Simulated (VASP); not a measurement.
# Ti (I4/mmm) in VASP: notebook

The runs below take Ti through single point, with LDA.

Everything below comes from runs of VASP 6.6.1. Logs are shortened: lines on timing, memory, paths and dates and some standing lists are left out, and cuts for length are marked.

## (1) The cell of the first run

It takes space group I4/mmm (No. 139, tetragonal). Conventional cell: a = 2.558 Å, b = 2.558 Å, c = 5.115 Å, α = 90.00°, β = 90.00°, γ = 90.00°. Ti (site symmetry 4/mmm) has 12 Ti at 2.56 to 3.13 Å within 3.4 Å.

## (2) Single point, LDA

Input file INCAR:

```
PREC = Accurate
ENCUT = 520
EDIFF = 1E-6
ISMEAR = 0
SIGMA = 0.15
LREAL = F
LASPH = T
NELM = 100
ALGO = Fast
ISIF = 2
LWAVE = F
LCHARG = T
LELF = T
LVHAR = T
NBANDS = 12
```

Input file KPOINTS:

```
regular mesh
0
Gamma
  22 22 22
```

Input file POSCAR:

```
Ti
1.0
    0.0000000000      1.8086154429      2.5573822363
    1.8086154429      0.0000000000      2.5573822363
    1.8086154429      1.8086154429      0.0000000000
Ti
1
Direct
    0.0000000000      0.0000000000      0.0000000000
```

Potentials or basis: VASP PAW LDA potentials, release 64 (Ti_sv).

On the command line:

```sh
$ cat potpaw_LDA.64/Ti_sv/POTCAR > POTCAR
$ mpirun -np 1 vasp_std > vasp.out
```

OUTCAR:

```text
PREC = Accurate
   ENCUT = 520
   EDIFF = 1E-6
   ISMEAR = 0
   LREAL = F
   LASPH = T
   NELM = 100
   ISIF = 2

 ion  position               nearest neighbor table
   1  0.000  0.000  0.000-

  LATTYP: Found a body centered tetragonal cell.
 ALAT       =     2.5577684885
 C/A-ratio  =     1.9996979772

  Lattice vectors:

 A1 = (  -1.8086154429,   0.0000000000,   2.5573822363)
 A2 = (   1.8086154429,   0.0000000000,   2.5573822363)
 A3 = (   0.0000000000,   1.8086154429,  -2.5573822363)

Analysis of symmetry for initial positions (statically):
=====================================================================
 Subroutine PRICEL returns:
 Original cell was already a primitive cell.

 Routine SETGRP: Setting up the symmetry group for a
 body centered tetragonal supercell.

 Subroutine GETGRP returns: Found 16 space group operations
 (whereof 16 operations were pure point group operations)
 out of a pool of 16 trial point group operations.

The static configuration has the point symmetry D_4h.

Analysis of symmetry for dynamics (positions and initial velocities):
=====================================================================
 Subroutine PRICEL returns:
 Original cell was already a primitive cell.

 Routine SETGRP: Setting up the symmetry group for a
 body centered tetragonal supercell.

 Subroutine GETGRP returns: Found 16 space group operations
 (whereof 16 operations were pure point group operations)
 out of a pool of 16 trial point group operations.

The dynamic configuration has the point symmetry D_4h.

 Subroutine INISYM returns: Found 16 space group operations
 (whereof 16 operations are pure point group operations),
 and found     1 'primitive' translations

----------------------------------------------------------------------------------------

                                     Primitive cell

  volume of cell :      16.7309

  direct lattice vectors                    reciprocal lattice vectors
     0.000000000  1.808615443  2.557382236    -0.276454567  0.276454567  0.195512424
     1.808615443  0.000000000  2.557382236     0.276454567 -0.276454567  0.195512424
     1.808615443  1.808615443  0.000000000     0.276454567  0.276454567 -0.195512424

  length of vectors
     3.132298473  3.132298473  2.557768488     0.437126256  0.437126256  0.437126256

  position of ions in fractional coordinates (direct lattice)
     0.000000000  0.000000000  0.000000000

  ion indices of the primitive-cell ions
   primitive index   ion index
                 1           1

----------------------------------------------------------------------------------------

 KPOINTS: regular mesh

Automatic generation of k-mesh.
 Grid dimensions read from file:
 generate k-points for:   22   22   22

 Generating k-lattice:

  Cartesian coordinates                     Fractional coordinates (reciprocal lattice)
    -0.012566117  0.012566117  0.008886928     0.045454545  0.000000000  0.000000000
     0.012566117 -0.012566117  0.008886928     0.000000000  0.045454545  0.000000000
     0.012566117  0.012566117 -0.008886928     0.000000000  0.000000000  0.045454545

  Length of vectors
     0.019869375  0.019869375  0.019869375

  Shift w.r.t. Gamma in fractional coordinates (k-lattice)
     0.000000000  0.000000000  0.000000000

 Subroutine IBZKPT returns following result:
 ===========================================

 Found    834 irreducible k-points:

 Following reciprocal coordinates:
            Coordinates               Weight
  0.000000  0.000000  0.000000      1.000000
  0.045455  0.000000  0.000000      8.000000
  0.090909  0.000000  0.000000      8.000000
  0.136364 -0.000000  0.000000      8.000000
  0.181818  0.000000  0.000000      8.000000
  0.227273  0.000000  0.000000      8.000000
[... 16 lines left out ...]
  0.500000  0.045455  0.000000      8.000000
 -0.454545  0.045455  0.000000      8.000000
 [... further k-points ...]
   k-points           NKPTS =    834   k-points in BZ     NKDIM =    834   number of bands    NBANDS=     12
   number of dos      NEDOS =    301   number of ions     NIONS =      1
   total plane-waves  NPLWV =  11520
   dimension x,y,z NGX =    24 NGY =   24 NGZ =   20
   dimension x,y,z NGXF=    48 NGYF=   48 NGZF=   40
   ions per type =               1
   NGX,Y,Z   is equivalent  to a cutoff of  12.74, 12.74, 13.00 a.u.
   NGXF,Y,Z  is equivalent  to a cutoff of  25.48, 25.48, 26.00 a.u.
 SYSTEM =  unknown system
   PREC   = accura    normal or accurate (medium, high low for compatibility)
   ISTART =      0    job   : 0-new  1-cont  2-samecut
   ICHARG =      2    charge: 1-file 2-atom 10-const
   ISPIN  =      1    spin polarized calculation?
   LNONCOLLINEAR =      F non collinear calculations
   LSORBIT =      F    spin-orbit coupling
   LASPH  =      T    aspherical Exc in radial PAW
   ENCUT  =  520.0 eV  38.22 Ry    6.18 a.u.   5.82  5.82  4.76*2*pi/ulx,y,z
   NELM   =    100;   NELMIN=  2; NELMDL= -5     # of ELM steps
   EDIFF  = 0.1E-05   stopping-criterion for ELM
   LREAL  =      F    real-space projection
   EDIFFG = 0.1E-04   stopping-criterion for IOM
   NSW    =      0    number of steps for IOM
   IBRION =     -1    ionic relax: 0-MD 1-quasi-New 2-CG
   NFREE  =      0    steps in history (QN), initial steepest desc. (CG)
   ISIF   =      2    stress and relaxation
   ISYM   =      2    0-nonsym 1-usesym 2-fastsym
   POTIM  = 0.5000    time-step for ionic-motion
   TEBEG  =    0.0;   TEEND  =   0.0 temperature during run
   PSTRESS=    0.0 pullay stress
   NELECT =      12.0000    total number of electrons
   NUPDOWN=      -1.0000    fix difference up-down
   EMIN   =  10.00;   EMAX   =-10.00  energy-range for DOS
   EFERMI =   0.00;   METHOD = LEGACY
   ISMEAR =     0;   SIGMA  =   0.15  broadening in eV -4-tet -1-fermi 0-gaus
   EFERMI_NEDOS =   21; number of points for ismear=-14 and -15
   IALGO  =     68    algorithm
   IMIX   =      4    mixing-type and parameters
     AMIX     =   0.40;   BMIX     =  1.00
     AMIX_MAG =   1.60;   BMIX_MAG =  1.00
  volume/ion in A,a.u.               =      16.73       112.91
  Fermi-wavevector in a.u.,A,eV,Ry     =   1.465421  2.769245 29.217967  2.147460
  Thomas-Fermi vector in A             =   2.581280
   LORBIT       =      0    0 simple, 1 ext, 2 COOP (PROOUT), +10 PAW based schemes
   GGA     = CA    functional components
   LHFCALC =     F    Hartree Fock is set to
   AEXX    =    0.0000 exact exchange contribution
   IVDW    =     0    specifies the selected vdW correction
   LEPSILON=     F    determine dielectric tensor
   LRPA    =     F    only Hartree local field effects (RPA)
 non-spin polarized calculation
 RMM-DIIS sequential band-by-band and
 Gauss-broadening in eV      SIGMA  =   0.15
  energy-cutoff  :      520.00
  volume of cell :       16.73
 maximum number of plane-waves:       482
   NGX = 11   NGY = 11   NGZ =  9

 number of electron      12.0000000 magnetization

 Free energy of the ion-electron system (eV)
  ---------------------------------------------------
  ext. energy  EPLUGINS =         0.00000000
  ---------------------------------------------------
  free energy    TOTEN  =        -8.37720079 eV

  energy without entropy =       -8.35917009  energy(sigma->0) =       -8.36818544

 E-fermi :   8.1500     XC(G=0): -11.9266

 val. band max:        8.1476609349   @ k =  -0.2273   0.0455   0.0000
 cond. band min:       8.1511367236   @ k =  -0.4091   0.0000   0.1364
 fundamental gap:      0.0034757887
 Fermi energy:         8.1500428949

 k-point     1 :       0.0000    0.0000    0.0000
  band No.  band energies     occupation
      1     -47.6085      2.00000
      2     -23.8931      2.00000
      3     -23.5908      2.00000
      4     -23.5908      2.00000
      5       2.3616      2.00000
      6       7.4705      2.00000
      7       8.5959      0.00003
      8      10.7109      0.00000
      9      10.7109      0.00000
     10      12.4432      0.00000
     11      23.2639      0.00000
     12      25.6939      0.00000

 k-point     2 :       0.0455    0.0000    0.0000
  band No.  band energies     occupation
      1     -47.6043      2.00000
      2     -23.8950      2.00000
      3     -23.6153      2.00000
      4     -23.5894      2.00000
      5       2.4350      2.00000
      6       7.5069      2.00000
      7       8.6186      0.00001
      8      10.6332      0.00000
      9      10.7307      0.00000
     10      12.3991      0.00000
     11      23.3201      0.00000
     12      25.6978      0.00000

 k-point     3 :       0.0909    0.0000    0.0000
  band No.  band energies     occupation
      1     -47.5919      2.00000
      2     -23.9010      2.00000
      3     -23.6861      2.00000
      4     -23.5852      2.00000
      5       2.6509      2.00000
      6       7.6069      2.00000
      7       8.6860      0.00000
      8      10.4250      0.00000
      9      10.7884      0.00000
     10      12.2732      0.00000
     11      23.4512      0.00000
     12      25.6351      0.00000

 k-point     4 :       0.1364   -0.0000    0.0000
  band No.  band energies     occupation
      1     -47.5723      2.00000
      2     -23.9141      2.00000
      3     -23.7931      2.00000
      4     -23.5787      2.00000
      5       2.9973      2.00000
      6       7.7458      1.99986
      7       8.7836      0.00000
      8      10.1645      0.00000
      9      10.8775      0.00000
     10      12.0833      0.00000
     11      23.5536      0.00000
     12      25.2753      0.00000

 k-point     5 :       0.1818    0.0000    0.0000
  band No.  band energies     occupation
      1     -47.5471      2.00000
      2     -23.9715      2.00000
      3     -23.8878      2.00000
      4     -23.5704      2.00000
      5       3.4533      2.00000
      6       7.8911      1.98538
      7       8.8319      0.00000
      8      10.0100      0.00000
      9      10.9835      0.00000
     10      11.8593      0.00000
     11      23.4833      0.00000
     12      24.4242      0.00000
[... 228 lines left out ...]
      1     -47.4283      2.00000
      2     -24.5766      2.00000
      3     -23.9687      2.00000
      4     -23.5363      2.00000
      5       5.5840      2.00000
      6       7.8393      1.99661
      7       9.0308      0.00000
      8      10.6944      0.00000
      9      11.5772      0.00000
     10      11.8572      0.00000
     11      18.8095      0.00000
     12      20.9611      0.00000

 k-point    22 :       0.4545    0.0455    0.0000
  band No.  band energies     occupation
      1     -47.4093      2.00000
      2     -24.6772      2.00000
      3     -23.9697      2.00000
      4     -23.5286      2.00000
      5       5.7559      2.00000
      6       7.8580      1.99410
      7       9.3538      0.00000
      8      10.5518      0.00000
      9      11.8915      0.00000
     10      11.9244      0.00000
     11      18.0181      0.00000
     12      20.5879      0.00000

 k-point    23 :       0.5000    0.0455    0.0000
  band No.  band energies     occupation
      1     -47.3978      2.00000
      2     -24.7395      2.00000
      3     -23.9671      2.00000
      4     -23.5232      2.00000
      5       5.8303      2.00000
      6       7.8986      1.98226
      7       9.5306      0.00000
      8      10.4628      0.00000
      9      11.9526      0.00000
     10      12.1109      0.00000
     11      17.5851      0.00000
     12      20.3999      0.00000

 k-point    24 :      -0.4545    0.0455    0.0000
  band No.  band energies     occupation
      1     -47.3948      2.00000
      2     -24.7587      2.00000
      3     -23.9610      2.00000
      4     -23.5204      2.00000
      5       5.8573      2.00000
      6       7.9244      1.96660
      7       9.4370      0.00000
      8      10.4359      0.00000
      9      11.9345      0.00000
     10      12.2358      0.00000
     11      17.5492      0.00000
     12      20.4579      0.00000

 [... further k-points ...]

------------------------ aborting loop because EDIFF is reached ----------------------------------------

  FORCE on cell =-STRESS in cart. coord.  units (eV):
  Direction    XX          YY          ZZ          XY          YZ          ZX
  --------------------------------------------------------------------------------------
  -------------------------------------------------------------------------------------
  Total       -0.2478649     -0.2478649     -1.5615747      0.0000000      0.0000000      0.0000000
  in kB      -23.7360011    -23.7360011   -149.5392677      0.0000000      0.0000000      0.0000000
  external PRESSURE =     -65.6704233 kB  Pullay stress =       0.0000000 kB

 VOLUME and BASIS-vectors are now :
 -----------------------------------------------------------------------------
  energy-cutoff  :      520.00
  volume of cell :       16.73
      direct lattice vectors                 reciprocal lattice vectors
     0.000000000  1.808615443  2.557382236    -0.276454567  0.276454567  0.195512424
     1.808615443  0.000000000  2.557382236     0.276454567 -0.276454567  0.195512424
     1.808615443  1.808615443  0.000000000     0.276454567  0.276454567 -0.195512424

 POSITION                                       TOTAL-FORCE (eV/Angst)
 -----------------------------------------------------------------------------------
      0.00000      0.00000      0.00000         0.000000     -0.000000      0.000000
 -----------------------------------------------------------------------------------
    total drift:                                0.000000      0.000000     -0.000000

  FREE ENERGIE OF THE ION-ELECTRON SYSTEM (eV)
  ---------------------------------------------------
  free  energy   TOTEN  =        -8.3772007933 eV

  energy  without entropy=       -8.3591700902  energy(sigma->0) =       -8.36818544
```

Wall time 2.3 min (1 thread of Intel Xeon 6975P-C, shared host); peak memory 0.27 GiB.

Results:

| Quantity | Value |
| --- | --- |
| Free energy | -8.3772 eV |
| Pressure | -6.6 GPa |
| Band gap on the k mesh | zero (band 6 reaches 8.97 eV, above the bottom of band 7 at 7.48 eV) |

Stress tensor (GPa, compression positive):
```
 -2.37   0.00   0.00
  0.00  -2.37   0.00
  0.00   0.00 -14.95
```

## (3) Single point, LDA

This run uses another cell than the first one, of the same volume but with other edges.

Input file INCAR:

```
PREC = Accurate
ENCUT = 520
EDIFF = 1E-6
ISMEAR = 0
SIGMA = 0.15
LREAL = False
LASPH = True
NELM = 80
ALGO = Fast
ISIF = 2
LWAVE = False
LCHARG = True
LELF = True
LVHAR = True
NBANDS = 12
```

Input file KPOINTS:

```
Automatic mesh
0
Gamma
  22 22 22
```

Input file POSCAR:

```
Ti
1.0
    0.0000000000      2.1430043997      1.8215537398
    2.1430043997      0.0000000000      1.8215537398
    2.1430043997      2.1430043997      0.0000000000
Ti
1
Direct
    0.0000000000      0.0000000000      0.0000000000
```

Potentials or basis: VASP PAW LDA potentials, release 64 (Ti_sv).

On the command line:

```sh
$ cat potpaw_LDA.64/Ti_sv/POTCAR > POTCAR
$ mpirun -np 1 vasp_std > vasp.out
```

Wall time 2.7 min (1 thread of Intel Xeon 6975P-C, shared host); peak memory 0.27 GiB.

Results (log left out):

| Item | Value |
| --- | --- |
| Free energy | -8.4738 eV |
| Pressure | -5.3 GPa |
| Band gap on the k mesh | zero (band 6 reaches 9.29 eV, above the bottom of band 7 at 7.69 eV) |

Stress tensor (GPa, compression positive):
```
-6.20  0.00  0.00
 0.00 -6.20  0.00
 0.00  0.00 -3.38
```

Levels at points of the mesh, in eV from the Fermi level:
```tsv
k point	band 4	band 5	band 6	band 7	band 8	band 9
(0.00, 0.00, 0.00)	-32.06	-6.04	0.67	0.67	1.81	1.82
(0.50, 0.00, 0.00)	-32.09	-2.61	0.08	0.97	1.66	3.41
(0.50, 0.50, 0.00)	-32.48	-2.55	-2.04	3.78	4.09	4.09
(0.50, 0.00, 0.50)	-32.18	-2.66	-1.44	2.20	3.53	3.59
```

(Continued in part 2 of 2.)
